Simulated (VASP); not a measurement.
# Ta2H in VASP: further runs

The runs below take Ta2H through single point, with PBEsol.

Program: VASP 6.6.1. These are calculated values, not measurements. Logs are shortened: lines on timing, memory, paths and dates and some standing lists are left out, and cuts for length are marked.

### 1 The cell of the first run

The structure is tetragonal, space group P-4m2 (No. 115). Conventional cell: a = 3.236 Å, b = 3.236 Å, c = 3.323 Å, α = 90.00°, β = 90.00°, γ = 90.00°. Ta (site symmetry 2mm) has 2 H at 1.76 Å within 2.3 Å. H (site symmetry -4m2) has 4 Ta at 1.76 Å within 2.3 Å.

### 2 Single point, PBEsol (strained)

Contents of INCAR:

```
SYSTEM = Ta2H
PREC = Accurate
ENCUT = 520
EDIFF = 1E-7
ISMEAR = 0
SIGMA = 0.1
LREAL = .False.
LASPH = .True.
NELM = 60
ALGO = Normal
ISIF = 2
LWAVE = .False.
LCHARG = .False.
GGA = PS
NBANDS = 18
```

Contents of KPOINTS:

```
regular mesh
0
Gamma
  12 12 12
  0 0 0
```

Contents of POSCAR:

```
Ta2H
1.0
    3.2357844298      0.0000000000      0.0000000000
    0.0000000000      3.2357844298      0.0000000000
    0.0000000000      0.0000000000      3.3230855909
Ta H
2 1
Direct
    0.5000000000      0.0000000000      0.7951952641
    0.0000000000      0.5000000000      0.2048047359
    0.0000000000      0.0000000000      0.0000000000
```

Potentials or basis: VASP PAW PBE potentials, release 64 (Ta_pv, H).

On the command line:

```console
$ cat potpaw_PBE.64/Ta_pv/POTCAR potpaw_PBE.64/H/POTCAR > POTCAR
$ mpirun -np 1 vasp_std > vasp.out
```

OUTCAR:

```text
SYSTEM = Ta2H
   PREC = Accurate
   ENCUT = 520
   EDIFF = 1E-7
   ISMEAR = 0
   LREAL = .False.
   LASPH = .True.
   NELM = 60
   ISIF = 2
   GGA = PS

 ion  position               nearest neighbor table
   1  0.500  0.000  0.795-   3 1.76   3 1.76   2 2.66   2 2.66   2 2.66   2 2.66   2 3.01   2 3.01
                             2 3.01   2 3.01
   2  0.000  0.500  0.205-   3 1.76   3 1.76   1 2.66   1 2.66   1 2.66   1 2.66   1 3.01   1 3.01
                             1 3.01   1 3.01
   3  0.000  0.000  0.000-   1 1.76   2 1.76   2 1.76   1 1.76

  LATTYP: Found a simple tetragonal cell.
 ALAT       =     3.2357844298
 C/A-ratio  =     1.0269799064

  Lattice vectors:

 A1 = (   3.2357844298,   0.0000000000,   0.0000000000)
 A2 = (   0.0000000000,   3.2357844298,   0.0000000000)
 A3 = (   0.0000000000,   0.0000000000,   3.3230855909)

Analysis of symmetry for initial positions (statically):
=====================================================================
 Subroutine PRICEL returns:
 Original cell was already a primitive cell.

 Routine SETGRP: Setting up the symmetry group for a
 simple tetragonal supercell.

 Subroutine GETGRP returns: Found  8 space group operations
 (whereof  8 operations were pure point group operations)
 out of a pool of 16 trial point group operations.

The static configuration has the point symmetry D_2d.

Analysis of symmetry for dynamics (positions and initial velocities):
=====================================================================
 Subroutine PRICEL returns:
 Original cell was already a primitive cell.

 Routine SETGRP: Setting up the symmetry group for a
 simple tetragonal supercell.

 Subroutine GETGRP returns: Found  8 space group operations
 (whereof  8 operations were pure point group operations)
 out of a pool of 16 trial point group operations.

The dynamic configuration has the point symmetry D_2d.

 Subroutine INISYM returns: Found  8 space group operations
 (whereof  8 operations are pure point group operations),
 and found     1 'primitive' translations

----------------------------------------------------------------------------------------

                                     Primitive cell

  volume of cell :      34.7937

  direct lattice vectors                    reciprocal lattice vectors
     3.235784430  0.000000000  0.000000000     0.309044073  0.000000000  0.000000000
     0.000000000  3.235784430  0.000000000     0.000000000  0.309044073  0.000000000
     0.000000000  0.000000000  3.323085591     0.000000000  0.000000000  0.300925141

  length of vectors
     3.235784430  3.235784430  3.323085591     0.309044073  0.309044073  0.300925141

  position of ions in fractional coordinates (direct lattice)
     0.500000000  0.000000000  0.795195264
     0.000000000  0.500000000  0.204804736
     0.000000000  0.000000000  0.000000000

  ion indices of the primitive-cell ions
   primitive index   ion index
                 1           1
                 2           2
                 3           3

----------------------------------------------------------------------------------------

 KPOINTS: regular mesh

Automatic generation of k-mesh.
 Grid dimensions read from file:
 generate k-points for:   12   12   12

 Generating k-lattice:

  Cartesian coordinates                     Fractional coordinates (reciprocal lattice)
     0.025753673  0.000000000  0.000000000     0.083333333  0.000000000  0.000000000
     0.000000000  0.025753673  0.000000000     0.000000000  0.083333333  0.000000000
     0.000000000  0.000000000  0.025077095     0.000000000  0.000000000  0.083333333

  Length of vectors
     0.025753673  0.025753673  0.025077095

  Shift w.r.t. Gamma in fractional coordinates (k-lattice)
     0.000000000  0.000000000  0.000000000

 Subroutine IBZKPT returns following result:
 ===========================================

 Found    196 irreducible k-points:

 Following reciprocal coordinates:
            Coordinates               Weight
  0.000000  0.000000  0.000000      1.000000
  0.083333  0.000000  0.000000      4.000000
  0.166667  0.000000  0.000000      4.000000
  0.250000  0.000000  0.000000      4.000000
  0.333333  0.000000  0.000000      4.000000
  0.416667  0.000000  0.000000      4.000000
[... 16 lines left out ...]
  0.333333  0.333333  0.000000      4.000000
  0.416667  0.333333  0.000000      8.000000
 [... further k-points ...]
   k-points           NKPTS =    196   k-points in BZ     NKDIM =    196   number of bands    NBANDS=     18
   number of dos      NEDOS =    301   number of ions     NIONS =      3
   total plane-waves  NPLWV =  16128
   dimension x,y,z NGX =    24 NGY =   24 NGZ =   28
   dimension x,y,z NGXF=    48 NGYF=   48 NGZF=   56
   ions per type =               2   1
   NGX,Y,Z   is equivalent  to a cutoff of  12.33, 12.33, 14.01 a.u.
   NGXF,Y,Z  is equivalent  to a cutoff of  24.66, 24.66, 28.02 a.u.
 SYSTEM =  Ta2H
   PREC   = accura    normal or accurate (medium, high low for compatibility)
   ISTART =      0    job   : 0-new  1-cont  2-samecut
   ICHARG =      2    charge: 1-file 2-atom 10-const
   ISPIN  =      1    spin polarized calculation?
   LNONCOLLINEAR =      F non collinear calculations
   LSORBIT =      F    spin-orbit coupling
   LASPH  =      T    aspherical Exc in radial PAW
   ENCUT  =  520.0 eV  38.22 Ry    6.18 a.u.   6.02  6.02  6.18*2*pi/ulx,y,z
   NELM   =     60;   NELMIN=  2; NELMDL= -5     # of ELM steps
   EDIFF  = 0.1E-06   stopping-criterion for ELM
   LREAL  =      F    real-space projection
   EDIFFG = 0.1E-05   stopping-criterion for IOM
   NSW    =      0    number of steps for IOM
   IBRION =     -1    ionic relax: 0-MD 1-quasi-New 2-CG
   NFREE  =      0    steps in history (QN), initial steepest desc. (CG)
   ISIF   =      2    stress and relaxation
   ISYM   =      2    0-nonsym 1-usesym 2-fastsym
   POTIM  = 0.5000    time-step for ionic-motion
   TEBEG  =    0.0;   TEEND  =   0.0 temperature during run
   PSTRESS=    0.0 pullay stress
   NELECT =      23.0000    total number of electrons
   NUPDOWN=      -1.0000    fix difference up-down
   EMIN   =  10.00;   EMAX   =-10.00  energy-range for DOS
   EFERMI =   0.00;   METHOD = LEGACY
   ISMEAR =     0;   SIGMA  =   0.10  broadening in eV -4-tet -1-fermi 0-gaus
   EFERMI_NEDOS =   21; number of points for ismear=-14 and -15
   IALGO  =     38    algorithm
   IMIX   =      4    mixing-type and parameters
     AMIX     =   0.40;   BMIX     =  1.00
     AMIX_MAG =   1.60;   BMIX_MAG =  1.00
  volume/ion in A,a.u.               =      11.60        78.27
  Fermi-wavevector in a.u.,A,eV,Ry     =   1.426102  2.694942 27.671073  2.033767
  Thomas-Fermi vector in A             =   2.546415
   LORBIT       =      0    0 simple, 1 ext, 2 COOP (PROOUT), +10 PAW based schemes
   GGA     = PS    functional components
   LHFCALC =     F    Hartree Fock is set to
   AEXX    =    0.0000 exact exchange contribution
   IVDW    =     0    specifies the selected vdW correction
   LEPSILON=     F    determine dielectric tensor
   LRPA    =     F    only Hartree local field effects (RPA)
 non-spin polarized calculation
 Gauss-broadening in eV      SIGMA  =   0.10
  energy-cutoff  :      520.00
  volume of cell :       34.79
 maximum number of plane-waves:       962
   NGX = 13   NGY = 13   NGZ = 13

 number of electron      23.0000000 magnetization

 Free energy of the ion-electron system (eV)
  ---------------------------------------------------
  ext. energy  EPLUGINS =         0.00000000
  ---------------------------------------------------
  free energy    TOTEN  =       -27.67923110 eV

  energy without entropy =      -27.67300648  energy(sigma->0) =      -27.67611879

 E-fermi :   6.1881     XC(G=0): -13.1085

 val. band max:        6.1789083309   @ k =   0.5000   0.2500   0.0000
 cond. band min:       6.1929536253   @ k =   0.2500   0.0833   0.0000
 fundamental gap:      0.0140452944
 Fermi energy:         6.1880852983

 k-point     1 :       0.0000    0.0000    0.0000
  band No.  band energies     occupation
      1     -27.9738      2.00000
      2     -27.9738      2.00000
      3     -27.8376      2.00000
      4     -26.9050      2.00000
      5     -26.8018      2.00000
      6     -26.8018      2.00000
[... 10 lines left out ...]
     17      13.3512      0.00000
     18      14.3751      0.00000

 k-point     2 :       0.0833    0.0000    0.0000
  band No.  band energies     occupation
      1     -27.9910      2.00000
      2     -27.9550      2.00000
      3     -27.8261      2.00000
      4     -26.9125      2.00000
      5     -26.8326      2.00000
      6     -26.8199      2.00000
[... 10 lines left out ...]
     17      12.4045      0.00000
     18      14.2213      0.00000

 k-point     3 :       0.1667    0.0000    0.0000
  band No.  band energies     occupation
      1     -28.0320      2.00000
      2     -27.9005      2.00000
      3     -27.7999      2.00000
      4     -26.9475      2.00000
      5     -26.9017      2.00000
      6     -26.8728      2.00000
[... 10 lines left out ...]
     17      12.0035      0.00000
     18      13.0576      0.00000

 k-point     4 :       0.2500    0.0000    0.0000
  band No.  band energies     occupation
      1     -28.0791      2.00000
      2     -27.8149      2.00000
      3     -27.7738      2.00000
      4     -27.0388      2.00000
      5     -26.9560      2.00000
      6     -26.9491      2.00000
[... 375 lines left out ...]
      4     -27.3352      2.00000
      5     -27.0385      2.00000
      6     -26.7981      2.00000
[... 10 lines left out ...]
     17      12.3122      0.00000
     18      12.6162      0.00000

 k-point    23 :       0.3333    0.3333    0.0000
  band No.  band energies     occupation
      1     -28.5466      2.00000
      2     -28.0282      2.00000
      3     -27.4120      2.00000
      4     -27.3723      2.00000
      5     -27.0010      2.00000
      6     -26.7419      2.00000
[... 10 lines left out ...]
     17      12.8065      0.00000
     18      13.0055      0.00000

 k-point    24 :       0.4167    0.3333    0.0000
  band No.  band energies     occupation
      1     -28.6246      2.00000
      2     -28.1072      2.00000
      3     -27.3722      2.00000
      4     -27.3475      2.00000
      5     -26.9994      2.00000
      6     -26.7308      2.00000
[... 10 lines left out ...]
     17      12.5104      0.00000
     18      12.9123      0.00000

 [... further k-points ...]

------------------------ aborting loop because EDIFF is reached ----------------------------------------

  FORCE on cell =-STRESS in cart. coord.  units (eV):
  Direction    XX          YY          ZZ          XY          YZ          ZX
  --------------------------------------------------------------------------------------
  -------------------------------------------------------------------------------------
  Total        9.8514099      9.8514099      2.8340155      0.0000000      0.0000000     -0.0000000
  in kB      453.6368027    453.6368027    130.5004810      0.0000000      0.0000000     -0.0000000
  external PRESSURE =     345.9246954 kB  Pullay stress =       0.0000000 kB

 VOLUME and BASIS-vectors are now :
 -----------------------------------------------------------------------------
  energy-cutoff  :      520.00
  volume of cell :       34.79
      direct lattice vectors                 reciprocal lattice vectors
     3.235784430  0.000000000  0.000000000     0.309044073  0.000000000  0.000000000
     0.000000000  3.235784430  0.000000000     0.000000000  0.309044073  0.000000000
     0.000000000  0.000000000  3.323085591     0.000000000  0.000000000  0.300925141

 POSITION                                       TOTAL-FORCE (eV/Angst)
 -----------------------------------------------------------------------------------
      1.61789      0.00000      2.64250         0.000000      0.000000     -4.553017
      0.00000      1.61789      0.68058         0.000000      0.000000      4.553017
      0.00000      0.00000      0.00000         0.000000     -0.000000      0.000000
 -----------------------------------------------------------------------------------
    total drift:                                0.000000      0.000000      0.000000

  FREE ENERGIE OF THE ION-ELECTRON SYSTEM (eV)
  ---------------------------------------------------
  free  energy   TOTEN  =       -27.6792310972 eV

  energy  without entropy=      -27.6730064828  energy(sigma->0) =      -27.67611879
```

It took 2.7 min on 1 thread of AMD EPYC 7R13, shared host; peak memory 0.2 GiB.

Results:

* Free energy: -27.6792 eV
* Pressure: 34.6 GPa
* Largest force: 4.553 eV/Å

Forces in eV/Å, atoms in the order of the input:
```
Ta   0.000  0.000 -4.553
Ta   0.000  0.000  4.553
H    0.000  0.000  0.000
```

Stress tensor (GPa, compression positive):
```
45.36  0.00  0.00
 0.00 45.36  0.00
 0.00  0.00 13.05
```

Caveat: the cell differs from its parent crystal (strained); the PAW data sets were made with another functional, which shifts forces and pressure a little; spin-orbit coupling is left out, which moves the levels of the heavy elements.

### 3 Single point, PBEsol (strained and its atoms moved)

Contents of INCAR:

```
PREC = Accurate
ENCUT = 520
EDIFF = 1E-7
ISMEAR = 0
SIGMA = 0.1
LREAL = F
LASPH = T
NELM = 60
ALGO = Normal
ISIF = 2
LWAVE = F
LCHARG = F
GGA = PS
NBANDS = 18
```

Contents of KPOINTS:

```
regular mesh
0
Gamma
  12 12 12
```

Contents of POSCAR:

```
Ta2H
1.0
    3.1856700380      0.0000000000      0.0000000000
    0.0000000000      3.1856700380      0.0000000000
    0.0000000000      0.0000000000      3.4258663558
Ta H
2 1
Direct
    0.5000000000      0.0000000000      0.7772377161
    0.0000000000      0.5000000000      0.2227622839
    0.0000000000      0.0000000000      0.0000000000
```

Potentials or basis: VASP PAW PBE potentials, release 64 (Ta_pv, H).

On the command line:

```console
$ cat potpaw_PBE.64/Ta_pv/POTCAR potpaw_PBE.64/H/POTCAR > POTCAR
$ mpirun -np 1 vasp_std > vasp.out
```

It took 2.3 min on 1 thread of AMD EPYC 7R13, shared host; peak memory 0.2 GiB.

The run converged. Its results:

- Free energy: -27.9945 eV
- Pressure: 31.1 GPa
- Largest force: 3.977 eV/Å

Forces in eV/Å, atoms in the order of the input:
```
Ta   0.000  0.000 -3.977
Ta   0.000  0.000  3.977
H    0.000  0.000  0.000
```

Stress tensor (GPa, compression positive):
```
40.61  0.00  0.00
 0.00 40.61  0.00
 0.00  0.00 12.12
```

Levels at points of the mesh, in eV from the Fermi level:
```
           k point  band 8  band 9  band 10  band 11  band 12  band 13  band 14  band 15
(0.00, 0.00, 0.00)   -5.89   -4.55     0.04     0.04     0.82     2.57     2.82     6.53
(0.50, 0.00, 0.00)   -3.73   -2.48    -1.59     0.27     0.32     0.75     1.05     3.22
(0.50, 0.50, 0.00)   -4.92   -4.92    -2.26    -0.48     2.11     4.11     4.11     5.05
(0.00, 0.00, 0.50)   -4.29   -3.27    -0.84     0.82     0.82     1.53     1.53     2.20
(0.50, 0.00, 0.50)   -4.68   -2.09    -1.61    -0.64     1.33     2.90     3.04     4.44
(0.50, 0.50, 0.50)   -2.03   -2.03    -1.71    -1.33    -1.07     4.46     4.46     4.93
```

Caveat: the cell differs from its parent crystal (strained and its atoms moved); the PAW data sets were made with another functional, which shifts forces and pressure a little; spin-orbit coupling is left out, which moves the levels of the heavy elements.

### 4 Single point, PBEsol (uniaxial strain along a: +4.0 %)

Contents of INCAR:

```
ALGO     = Normal         # electronic algorithm
EDIFF    = 1E-6           # SCF threshold, eV
ENCUT    = 520            # plane-wave cutoff, eV
GGA      = PS             # functional
ISIF     = 2              # what is computed and relaxed
ISMEAR   = 0              # smearing method
LASPH    = T              # aspherical terms in the spheres
LCHARG   = T              # write CHGCAR
LELF     = T              # ELF
LREAL    = F              # projectors in reciprocal space
LVHAR    = T            
LWAVE    = F              # write WAVECAR
NBANDS   = 18             # bands
NELM     = 100            # most SCF steps
PREC     = Accurate       # precision mode
SIGMA    = 0.1            # smearing width, eV
```

Contents of KPOINTS:

```
k-points
0
Gamma
  12 12 12
```

Contents of POSCAR:

```
Ta2H
1.0
    3.4806647695      0.0000000000      0.0000000000
    0.0000000000      3.3133251171      0.0000000000
    0.0000000000      0.0000000000      3.3590353561
Ta H
2 1
Direct
    0.5000000000      0.0000000000      0.7453523219
    0.0000000000      0.5000000000      0.2643137274
    0.0000000000      0.0000000000     -0.0096660493
```

On the command line:

```console
$ cat potpaw_PBE.64/Ta_pv/POTCAR potpaw_PBE.64/H/POTCAR > POTCAR
$ mpirun -np 1 vasp_std > vasp.out
```

Run time: 4.3 min. Hardware: 1 thread of Oxide Virtual Turin-like, shared host; peak memory 0.3 GiB.

It converged, with:

```yaml
Free_energy: -28.8215 eV
Pressure: -4.1 GPa
Largest_force: 0.148 eV/Å
```

Forces in eV/Å, atoms in the order of the input:
```
Ta   0.000  0.000  0.110
Ta   0.000  0.000  0.038
H    0.000  0.000 -0.148
```

Stress tensor (GPa, compression positive):
```
-8.81  0.00  0.00
 0.00 -1.57  0.00
 0.00  0.00 -1.85
```

Levels at points of the mesh, in eV from the Fermi level:
| k point | band 9 | band 10 | band 11 | band 12 | band 13 | band 14 | band 15 | band 16 |
| --- | --- | --- | --- | --- | --- | --- | --- | --- |
| (0.00, 0.00, 0.00) | -3.73 | 0.12 | 0.41 | 0.66 | 2.92 | 3.53 | 4.93 | 5.86 |
| (0.50, 0.00, 0.00) | -1.58 | -1.03 | -0.08 | 1.02 | 1.24 | 1.26 | 2.55 | 3.08 |
| (0.00, 0.50, 0.00) | -1.55 | -0.90 | -0.24 | 0.47 | 0.65 | 1.17 | 2.32 | 2.80 |
| (0.50, 0.50, 0.00) | -4.43 | -1.34 | -0.61 | 1.23 | 2.83 | 3.18 | 4.13 | 4.38 |
| (0.00, 0.00, 0.50) | -1.85 | -1.36 | 0.23 | 0.62 | 0.84 | 1.31 | 2.51 | 2.98 |
| (0.50, 0.00, 0.50) | -1.68 | -1.24 | -1.10 | 0.93 | 2.70 | 2.77 | 4.20 | 4.22 |
| (0.00, 0.50, 0.50) | -2.19 | -1.85 | -0.39 | 1.20 | 3.56 | 3.65 | 4.44 | 4.59 |
| (0.50, 0.50, 0.50) | -1.48 | -1.46 | -1.44 | -1.09 | 3.66 | 4.24 | 4.56 | 4.70 |

Caveat: the cell differs from its parent crystal (uniaxial strain along a: +4.0 %); the PAW data sets were made with another functional, which shifts forces and pressure a little; spin-orbit coupling is left out, which moves the levels of the heavy elements.

### 5 The runs side by side

```tsv
cell	gap on the mesh (eV)	pressure (GPa)	largest force (eV/Å)
a = 3.236, b = 3.236, c = 3.323 Å, 3 atoms	none	34.6	4.55
a = 3.186, b = 3.186, c = 3.426 Å, 3 atoms	none	31.1	3.98
a = 3.481, b = 3.313, c = 3.359 Å, 3 atoms	none	-4.1	0.15
```

Alike in all rows: task single point; level PBEsol; potentials or basis VASP PAW PBE potentials, release 64 (Ta_pv, H); no spin polarisation; k mesh 12 × 12 × 12; cutoff (eV) 520; smearing gaussian 0.1 eV.

Caveats: the PAW data sets were made with another functional, which shifts forces and pressure a little; spin-orbit coupling is left out, which moves the levels of the heavy elements.

Absolute energies hang on the potentials; compare differences alone.
